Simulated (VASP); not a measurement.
KNd2Sb3: single point with PBE

Crystal: KNd2Sb3.

```xyz
6
Lattice="4.7548 0.0000 0.0000 -2.3774 4.1177 0.0000 0.0000 0.0000 10.5261" Properties=species:S:1:pos:R:3 pbc="T T T"
K     2.3774    1.3726    0.0000
Nd    0.0000    2.7452    3.4464
Nd    0.0000    2.7452    7.0797
Sb    0.0000    0.0000    5.2630
Sb    0.0000    0.0000    8.4589
Sb    0.0000    0.0000    2.0672
```

| Item | Value |
| --- | --- |
| Program | VASP 6.6.1 |
| Task | single point |
| Functional | PBE |
| Potentials or basis | VASP PAW PBE potentials, release 64 (K_sv, Nd_3, Sb), 4f in core |
| Cutoff | 500 eV |
| k mesh | 6 × 6 × 4 |
| Occupations | gaussian, width 0.02 eV |
| Spin | no spin polarisation |

```json
{
  "Pressure": "3.2 GPa",
  "Largest force": "0.029 eV/Å",
  "Band gap on the k mesh": "0.49 eV (least direct gap 0.76 eV)"
}
```

Forces in eV/Å, atoms in the order of the input:
```
K    0.000  0.000  0.000
Nd   0.000  0.000  0.000
Nd   0.000  0.000  0.000
Sb   0.000  0.000  0.000
Sb   0.000  0.000  0.029
Sb   0.000  0.000 -0.029
```

Levels at points of the mesh, in eV from the valence-band top:
| k point | band 19 | band 20 | band 21 | band 22 | band 23 | band 24 | band 25 | band 26 | band 27 | band 28 |
| --- | --- | --- | --- | --- | --- | --- | --- | --- | --- | --- |
| (0.00, 0.00, 0.00) | -1.90 | -1.14 | -1.14 | -0.69 | -0.69 | 1.19 | 2.00 | 2.00 | 2.62 | 2.73 |
| (0.50, 0.00, 0.00) | -1.65 | -1.63 | -1.27 | -0.91 | -0.91 | 0.49 | 1.38 | 2.22 | 2.30 | 2.57 |
| (0.00, 0.00, 0.50) | -1.22 | -1.22 | -0.98 | -0.59 | -0.59 | 1.13 | 1.81 | 1.87 | 1.87 | 2.75 |
| (0.50, 0.00, 0.50) | -1.63 | -1.29 | -0.91 | -0.90 | -0.45 | 0.79 | 1.21 | 1.22 | 2.26 | 2.58 |

Wall time 2 min on 1 thread of Intel(R) Xeon(R) Platinum 8375C CPU @ 2.90GHz (Ice Lake) (shared host), peak memory 0.38 GiB.

Caveat: the cell stands under pressure; semilocal functionals underestimate gaps, and a narrow one can read as zero; spin-orbit coupling is left out, which moves the levels of the heavy elements; the 4f electrons are frozen in the core, so they carry no moment and show no levels. A k mesh can miss the band edges.
